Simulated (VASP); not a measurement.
A run of VASP 6.6.1 is set up as follows.

Contents of INCAR:

```
ALGO     = Normal         # electronic algorithm
EDIFF    = 1E-6           # SCF threshold, eV
ENCUT    = 520            # plane-wave cutoff, eV
GGA      = CA             # functional
ISIF     = 2              # what is computed and relaxed
ISMEAR   = 1              # smearing method
LASPH    = T              # aspherical terms in the spheres
LCHARG   = F              # write CHGCAR
LREAL    = F              # projectors in reciprocal space
LWAVE    = F              # write WAVECAR
NBANDS   = 38             # bands
NELM     = 100            # most SCF steps
PREC     = Accurate       # precision mode
SIGMA    = 0.1            # smearing width, eV
```

Contents of KPOINTS:

```
k-points
0
Gamma
  15 15 8
```

File POSCAR:

```
LiC12
1.0
    4.2580974815      0.0000000000      0.0000000000
   -2.1290487408      3.6876205908      0.0000000000
    0.0000000000      0.0000000000      6.8260049481
C Li
12 1
Direct
    0.3332019983      0.0000000000      0.2664946322
    0.0000000000      0.3332019983      0.2664946322
    0.6667980017      0.6667980017      0.2664946322
    0.6667980017      0.0000000000      0.2664946322
    0.0000000000      0.6667980017      0.2664946322
    0.3332019983      0.3332019983      0.2664946322
    0.3332019983      0.0000000000      0.7335053678
    0.0000000000      0.3332019983      0.7335053678
    0.6667980017      0.6667980017      0.7335053678
    0.6667980017      0.0000000000      0.7335053678
    0.0000000000      0.6667980017      0.7335053678
    0.3332019983      0.3332019983      0.7335053678
    0.0000000000      0.0000000000      0.0000000000
```

Potentials or basis: VASP PAW LDA potentials, release 64 (C, Li_sv).

Command:

```bash
$ cat potpaw_LDA.64/C/POTCAR potpaw_LDA.64/Li_sv/POTCAR > POTCAR
$ mpirun -np 1 vasp_std > vasp.out
```

Q: Estimate the band gap on the k mesh.

A: Zero (an odd number of electrons rules out a gap without spin polarisation).

Forces in eV/Å, atoms in the order of the input:
```
C   -0.003  0.000  0.001
C    0.001 -0.002  0.001
C    0.001  0.002  0.001
C    0.003  0.000  0.001
C   -0.001  0.002  0.001
C   -0.001 -0.002  0.001
C   -0.003  0.000 -0.001
C    0.001 -0.002 -0.001
C    0.001  0.002 -0.001
C    0.003  0.000 -0.001
C   -0.001  0.002 -0.001
C   -0.001 -0.002 -0.001
Li   0.000  0.000  0.000
```

Caveat: an odd number of electrons without spin polarisation forces a metal; a magnetic or distorted state may lie lower.
